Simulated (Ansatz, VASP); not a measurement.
BaZrO3 in VASP and in Ansatz

```
Ba Zr O
1.0
     4.22673    0.00000    0.00000
     0.00000    4.22673    0.00000
     0.00000    0.00000    4.22673
Ba Zr O
1 1 3
Cartesian
  2.1134 2.1134 2.1134
  0.0000 0.0000 0.0000
  2.1134 0.0000 0.0000
  0.0000 2.1134 0.0000
  0.0000 0.0000 2.1134
```

Alike in both runs: functional PBE; k mesh 6 × 6 × 6; occupations gaussian, width 0.02 eV; no spin polarisation.

Ansatz relaxed the structure, and its values are those at the end. VASP's run is a single point on that final structure, the one shown.

|  | VASP | Ansatz |
| --- | --- | --- |
| version | VASP 6.6.1 | Ansatz 0.2.0 |
| potentials or method | VASP PAW PBE potentials, release 64 (Ba_sv, Zr_sv, O_h), cutoff 910 eV | scalar-relativistic, plane waves, PAW |
| valence electrons in the cell | 40 | 40 |

VASP gave:

| Quantity | Value |
| --- | --- |
| gap on the k mesh at the Fermi level (eV) | 3.14 |
| least direct gap on the mesh (eV) | 3.39 |

Problem. Estimate Ansatz's values.

Solution. gap on the k mesh at the Fermi level (eV): 3.18; least direct gap on the mesh (eV): 3.40.

Neither program's run includes spin-orbit coupling. Noted on VASP's run: the cutoff is short for stress, so the pressure is rough.
